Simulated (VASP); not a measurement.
# CoH3 (P6/mmm) in VASP: a series of runs, part 2 of 2

VASP 6.6.1. Earlier steps stand in the parts before.

**3. Relaxation of cell and atoms, PBE, collinear spin, ferromagnetic start**

This run uses another cell than the first one, of 8.75 Å³/atom.

INCAR

```
SYSTEM = CoH3
PREC = Accurate
ENCUT = 600
EDIFF = 1E-6
ISMEAR = 0
SIGMA = 0.15
LREAL = .False.
LASPH = .True.
NELM = 150
ALGO = Normal
ISIF = 3
LWAVE = .False.
LCHARG = .False.
ISPIN = 2
MAGMOM = 3 3 0 0 0 0 0 0
LORBIT = 11
LMAXMIX = 4
GGA = PE
IBRION = 2
NSW = 36
EDIFFG = -0.08
```

KPOINTS

```
Automatic mesh
0
Gamma
  4 4 3
  0 0 0
```

POSCAR

```
CoH3
1.0
    4.0243206200      0.0000000000      0.0000000000
   -2.0121603100      3.4851638900      0.0000000000
    0.0000000000      0.0000000000      4.9891713100
Co H
2 6
Direct
    0.3333333300      0.6666666700      0.5000000000
    0.6666666700      0.3333333300      0.5000000000
    0.5000000000      0.0000000000      0.0000000000
    0.0000000000      0.5000000000      0.0000000000
    0.5000000000      0.5000000000      0.0000000000
    0.3333333300      0.6666666700      0.0000000000
    0.6666666700      0.3333333300      0.0000000000
    0.0000000000      0.0000000000      0.5000000000
```

Potentials or basis: VASP PAW PBE potentials, release 64 (Co, H).

Run with:

```
> cat potpaw_PBE.64/Co/POTCAR potpaw_PBE.64/H/POTCAR > POTCAR
> mpirun -np 1 vasp_std > vasp.out
```

Run time: 9.8 min. Hardware: 1 thread of Intel Xeon Platinum 8259CL at 2.50GHz (Skylake/Cascade Lake), shared host; peak memory 0.24 GiB.

It converged, with:

| Property | Result |
| --- | --- |
| Free energy | -28.7416 eV |
| Relaxed volume | 5.88 Å³/atom |
| Relaxed cell | a = 4.176 Å, b = 4.176 Å, c = 3.118 Å, α = 90.00°, β = 90.00°, γ = 120.00° |
| Space group after relaxing (to 0.1 Å) | P6/mmm (No. 191) |
| Energy gained by relaxing | 276.1 meV/atom |
| Ionic steps | 17 |
| Pressure after relaxing | -0.3 GPa |
| Band gap on the k mesh | zero (filled and empty bands overlap) |
| Net moment | 0.00 μB per cell |
| Valence electrons inside the program's atomic spheres | Co 8.37; H 0.50, 0.62, 0.40 (each value once) |

Stress tensor (GPa, compression positive):
```
 0.40  0.00  0.00
 0.00  0.40  0.00
 0.00  0.00 -1.64
```

The path:
| step | energy change (eV) | largest force (eV/Å) | pressure (GPa) | volume (Å³) |
| --- | --- | --- | --- | --- |
| 1 | 0.0000 | 0.0000 | -10.05 | 69.98 |
| 2 | -0.2890 | 0.0000 | -6.39 | 64.56 |
| 3 | -0.3995 | 0.0000 | -1.42 | 59.93 |
| 4 | -0.4010 | 0.0000 | -0.45 | 59.25 |
| 5 | -0.4355 | 0.0000 | -0.68 | 58.55 |
| 6 | -0.5737 | 0.0000 | -0.93 | 56.44 |
| 7 | -0.9542 | 0.0000 | 0.22 | 52.05 |
| 8 | -1.9115 | 0.0000 | 13.41 | 42.57 |
| 9 | -1.7816 | 0.0000 | 24.02 | 40.59 |
| 10 | -1.9096 | 0.0000 | 15.08 | 42.21 |
| 11 | -1.9205 | 0.0000 | 15.46 | 42.13 |
| 12 | -1.9353 | 0.0000 | 17.17 | 41.88 |
| 13 | -1.9578 | 0.0000 | 16.24 | 42.08 |
| 14 | -2.0189 | 0.0000 | 13.66 | 42.68 |
| 15 | -2.1132 | 0.0000 | 9.07 | 43.90 |
| 16 | -2.2039 | 0.0000 | 1.48 | 46.39 |
| 17 | -2.2085 | 0.0000 | -0.28 | 47.08 |

Final structure:
```
Co H
1.0
     4.17563    0.00000    0.00000
    -2.08781    3.61620    0.00000
     0.00000    0.00000    3.11770
Co H
2 6
Direct
  0.33333 0.66667 0.50000
  0.66667 0.33333 0.50000
  0.50000 0.00000 0.00000
  0.00000 0.50000 0.00000
  0.50000 0.50000 0.00000
  0.33333 0.66667 0.00000
  0.66667 0.33333 0.00000
  0.00000 0.00000 0.50000
```

Levels at points of the mesh, in eV from the Fermi level:
Spin up:
```tsv
k point	band 10	band 11	band 12	band 13	band 14	band 15
(0.00, 0.00, 0.00)	-0.70	-0.70	-0.18	-0.18	0.71	2.93
(0.50, 0.00, 0.00)	-1.03	-0.56	-0.25	0.18	1.34	4.86
```
Spin down:
```
           k point  band 8  band 9  band 10  band 11  band 12  band 13  band 14  band 15  band 16  band 17
(0.00, 0.00, 0.00)   -1.77   -1.77    -0.70    -0.70    -0.18    -0.18     0.71     2.93     6.22     6.22
(0.50, 0.00, 0.00)   -1.70   -1.69    -1.03    -0.55    -0.25     0.18     1.34     4.86     8.19     8.29
```

Caveat: the k points lie up to 0.67 Å⁻¹ apart in the final cell; the volume moved by over 15 % at a fixed basis, so the end points are rough.

**4. Relaxation of cell and atoms, PBE, collinear spin, ferromagnetic start**

This run uses another cell than the first one: it holds 4 atoms, not 8.

INCAR

```
SYSTEM = CoH3
PREC = Accurate
ENCUT = 600
EDIFF = 1E-6
ISMEAR = 0
SIGMA = 0.1
LREAL = .False.
LASPH = .True.
NELM = 150
ALGO = Normal
ISIF = 3
LWAVE = .False.
LCHARG = .False.
ISPIN = 2
MAGMOM = 0.22 0 0 0
LORBIT = 11
LMAXMIX = 4
GGA = PE
IBRION = 2
NSW = 100
EDIFFG = -0.01
```

KPOINTS

```
Automatic mesh
0
Gamma
  12 12 12
  0 0 0
```

POSCAR

```
CoH3
1.0
    2.9140481950      0.0000000000      0.0000000000
   -1.4570240975      2.5236397648      0.0000000000
    0.0000000000      0.0000000000      3.1368724613
Co H
1 3
Direct
    0.0000000000      0.0000000000      0.5000000000
    0.3333333333      0.6666666667      0.5000000000
    0.6666666667      0.3333333333      0.5000000000
    0.0000000000      0.0000000000      0.0000000000
```

Potentials or basis: VASP PAW PBE potentials, release 64 (Co, H).

Run with:

```
> cat potpaw_PBE.64/Co/POTCAR potpaw_PBE.64/H/POTCAR > POTCAR
> mpirun -np 1 vasp_std > vasp.out
```

OUTCAR:

```text
SYSTEM = CoH3
   PREC = Accurate
   ENCUT = 600
   EDIFF = 1E-6
   ISMEAR = 0
   LREAL = .False.
   LASPH = .True.
   NELM = 150
   ISIF = 3
   ISPIN = 2
   LORBIT = 11
   GGA = PE
   IBRION = 2
   NSW = 100
   EDIFFG = -0.01

 ion  position               nearest neighbor table
   1  0.000  0.000  0.500-   4 1.57   4 1.57   2 1.68   3 1.68   3 1.68   2 1.68   3 1.68   2 1.68

   2  0.333  0.667  0.500-   1 1.68   1 1.68   1 1.68
   3  0.667  0.333  0.500-   1 1.68   1 1.68   1 1.68
   4  0.000  0.000  0.000-   1 1.57   1 1.57

  LATTYP: Found a hexagonal cell.
 ALAT       =     2.9140481950
 C/A-ratio  =     1.0764655391

  Lattice vectors:

 A1 = (   2.9140481950,   0.0000000000,   0.0000000000)
 A2 = (  -1.4570240975,   2.5236397648,   0.0000000000)
 A3 = (   0.0000000000,   0.0000000000,   3.1368724613)

Analysis of symmetry for initial positions (statically):
=====================================================================
 Subroutine PRICEL returns:
 Original cell was already a primitive cell.

[... 677 lines left out ...]
      7       6.9716      0.00000
      8      10.6742      0.00000
      9      14.0305      0.00000
     10      14.9697      0.00000

 [... further k-points ...]

 spin component 2

 k-point     1 :       0.0000    0.0000    0.0000
  band No.  band energies     occupation
      1      -7.0449      1.00000
      2      -1.0615      1.00000
      3       2.5362      1.00000
      4       2.5362      1.00000
      5       3.9698      1.00000
      6       3.9698      1.00000
      7       9.1518      0.00000
      8      10.9070      0.00000
      9      11.4894      0.00000
     10      20.1854      0.00000
[... 330 lines left out ...]
  FREE ENERGIE OF THE ION-ELECTRON SYSTEM (eV)
  ---------------------------------------------------
  free  energy   TOTEN  =       -16.3648686970 eV

  energy  without entropy=      -16.3601015797  energy(sigma->0) =      -16.36248514

 reached required accuracy - stopping structural energy minimisation

 total charge

# of ion       s       p       d       tot
------------------------------------------
    1        0.410   0.586   7.547   8.543
    2        0.529   0.030   0.000   0.559
    3        0.529   0.030   0.000   0.559
    4        0.564   0.018   0.000   0.583
--------------------------------------------------
tot          2.033   0.664   7.547  10.244

 magnetization (x)

# of ion       s       p       d       tot
------------------------------------------
    1       -0.000  -0.000  -0.000  -0.000
    2        0.000  -0.000   0.000  -0.000
    3        0.000  -0.000   0.000  -0.000
    4       -0.000  -0.000   0.000  -0.000
--------------------------------------------------
tot         -0.000  -0.000  -0.000  -0.000
```

CONTCAR:

```text
CoH3
   1.00000000000000
     2.8980551491515070    0.0000000000000000    0.0000000000000000
    -1.4490275745757535    2.5097893808100338   -0.0000000000000000
     0.0000000000000000   -0.0000000000000000    3.1590079045957626
  Co              H
     1     3
Direct
     0.0000000000000000    0.0000000000000000    0.5000000000000000
     0.3333333332999970    0.6666666667000030    0.5000000000000000
     0.6666666667000030    0.3333333332999970    0.5000000000000000
     0.0000000000000000    1.0000000000000000    0.0000000000000000

  0.00000000E+00  0.00000000E+00  0.00000000E+00
  0.00000000E+00  0.00000000E+00  0.00000000E+00
  0.00000000E+00  0.00000000E+00  0.00000000E+00
  0.00000000E+00  0.00000000E+00  0.00000000E+00
```

Wall time 3.4 min (1 thread of Intel Xeon 8259CL, shared host); peak memory 0.21 GiB.

What came out:

```
Free energy                                           : -16.3649 eV
Relaxed volume                                        : 5.74 Å³/atom
Relaxed cell                                          : a = 2.898 Å, b = 2.898 Å, c = 3.159 Å, α = 90.00°, β = 90.00°, γ = 120.00°
Space group after relaxing (to 0.1 Å)                 : P6/mmm (No. 191)
Energy gained by relaxing                             : 0.7 meV/atom
Ionic steps                                           : 5
Pressure after relaxing                               : 0.0 GPa
Band gap on the k mesh                                : zero (filled and empty bands overlap)
Net moment                                            : 0.00 μB per cell
Valence electrons inside the program's atomic spheres : Co 8.54; H 0.56, 0.58 (each value once)
```

Step by step:
```
step  energy change (eV)  largest force (eV/Å)  pressure (GPa)  volume (Å³)
   1              0.0000                0.0000           -0.68        23.07
   2             -0.0025                0.0000           -0.05        22.99
   3             -0.0028                0.0000            0.25        22.94
   4             -0.0028                0.0000            0.29        22.94
   5             -0.0029                0.0000            0.04        22.98
```

Final structure:
```
Co H
1.0
     2.89806    0.00000    0.00000
    -1.44903    2.50979    0.00000
     0.00000    0.00000    3.15901
Co H
1 3
Direct
  0.00000 0.00000 0.50000
  0.33333 0.66667 0.50000
  0.66667 0.33333 0.50000
  0.00000 0.00000 0.00000
```
